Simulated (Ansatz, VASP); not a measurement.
## One calculation of TiAl, two programs

File POSCAR:

```
TiAl
1.0
    2.9246074773      0.0000000000      0.0000000000
   -1.4623037386      2.4831219328      0.0000000000
    0.0000000000      0.0000000000      4.6780830000
Ti Al
1 1
Direct
    0.0000000000      0.0000000000      0.0000000000
    0.3333333333      0.6666666667      0.5000000000
```

Contents of INCAR.step1:

```
PREC     = Accurate       # precision mode
ENCUT    = 520            # plane-wave cutoff, eV
ISMEAR   = 0              # smearing method
SIGMA    = 0.15           # smearing width, eV
LREAL    = F              # projectors in reciprocal space
LASPH    = T              # aspherical terms in the spheres
NELM     = 80             # most SCF steps
NBANDS   = 14             # bands
GGA      = PE             # functional
ALGO     = Normal         # electronic algorithm
EDIFF    = 1E-4           # SCF threshold, eV
LWAVE    = T              # write WAVECAR
LCHARG   = F              # write CHGCAR
```

File INCAR.step2:

```
PREC     = Accurate       # precision mode
ENCUT    = 520            # plane-wave cutoff, eV
EDIFF    = 1E-6           # SCF threshold, eV
ISMEAR   = 0              # smearing method
SIGMA    = 0.15           # smearing width, eV
LREAL    = F              # projectors in reciprocal space
LASPH    = T              # aspherical terms in the spheres
NELM     = 80             # most SCF steps
ALGO     = Normal         # electronic algorithm
ISIF     = 2              # what is computed and relaxed
LWAVE    = F              # write WAVECAR
LCHARG   = T              # write CHGCAR
METAGGA  = R2SCAN         # meta-GGA
LMIXTAU  = T            
LELF     = T              # ELF
LVHAR    = T            
NBANDS   = 14             # bands
ISTART   = 1
```

Contents of KPOINTS:

```
regular mesh
0
Gamma
  18 18 10
```

Input for Ansatz:

```yaml
crystal:
  lattice:
    - [2.9246074773, 0.0, 0.0]
    - [-1.4623037386, 2.4831219328, 0.0]
    - [0.0, 0.0, 4.678083]
  atoms:
    - { symbol: Ti, position: [0.0, 0.0, 0.0] }
    - { symbol: Al, position: [0.3333333333, 0.6666666667, 0.5] }
basis:
  ecutwfc: 500
kpoints:
  mp_grid: { grid: [18, 18, 10] }
hamiltonian:
  xc: r2scan
scf:
  occupations: { method: gaussian, width: 0.15 }
output:
  forces: true
  stress: true
  eigenvalues: true
  write_density: true
  write_potential: true
  elf: true
  volumetric_format: npy
```

Change from the starting cell: strain +0.0200 x Voigt [1, 0, 0, 0, 0, 0], atoms carried along.

Alike in both runs: task single point; functional r2SCAN; k mesh 18 × 18 × 10; occupations gaussian, width 0.15 eV; no spin polarisation.

|  | VASP | Ansatz |
| --- | --- | --- |
| version | VASP 6.6.1 | Ansatz 0.2.0 |
| potentials or method | VASP PAW PBE potentials, release 64 (Ti_sv, Al), cutoff 520 eV | scalar-relativistic, plane waves, PAW |
| valence electrons in the cell | 15 | 15 |

|  | VASP | Ansatz | Ansatz less VASP |
| --- | --- | --- | --- |
| gap on the k mesh at the Fermi level (eV) | none | none | - |
| pressure (GPa) | -3.0 | -3.1 | -0.08 |
| traceless stress, the component that is largest in VASP (GPa) | 1.14 | 1.13 | -0.003 |
| rms of the force components (eV/Å) | 0.039 | 0.039 | -0.0002 |

VASP's potentials were made for PBE, not for r2SCAN. Atom by atom the forces differ by 0.000 eV/Å (rms over components). A gap of «none» marks a metal or a gap that the smearing closes.
